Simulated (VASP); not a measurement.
A run of VASP 6.6.1 is set up as follows.

File INCAR:

```
PREC     = Accurate       # precision mode
ENCUT    = 520            # plane-wave cutoff, eV
EDIFF    = 1E-6           # SCF threshold, eV
ISMEAR   = 0              # smearing method
SIGMA    = 0.15           # smearing width, eV
LREAL    = F              # projectors in reciprocal space
LASPH    = T              # aspherical terms in the spheres
NELM     = 80             # most SCF steps
ALGO     = Fast           # electronic algorithm
ISIF     = 2              # what is computed and relaxed
LWAVE    = F              # write WAVECAR
LCHARG   = F              # write CHGCAR
GGA      = PS             # functional
NBANDS   = 17             # bands
```

Contents of KPOINTS:

```
regular mesh
0
Gamma
  15 15 8
```

POSCAR

```
Sr
1.0
    4.3746502240      0.0000000000      0.0000000000
   -2.1873251120      3.7885582266      0.0000000000
    0.0000000000      0.0000000000      6.8385000000
Sr
2
Direct
    0.3333333333      0.6666666667      0.2500000000
    0.6666666667      0.3333333333      0.7500000000
```

Potentials or basis: VASP PAW PBE potentials, release 64 (Sr_sv).

Run with:

```bash
$ cat potpaw_PBE.64/Sr_sv/POTCAR > POTCAR
$ mpirun -np 1 vasp_std > vasp.out
```

Q: Estimate the band gap on the k mesh.

A: Zero (bands 10 and 11 overlap by 0.35 eV).

Q: What does it give for the pressure?

A: -0.8 GPa.

Stress tensor (GPa, compression positive):
```
-1.10  0.00  0.00
 0.00 -1.10  0.00
 0.00  0.00 -0.24
```

Caveat: the cell differs from its parent crystal (strain +0.015 along x and y, -0.030 along z); the PAW data sets were made with another functional, which shifts forces and pressure a little.
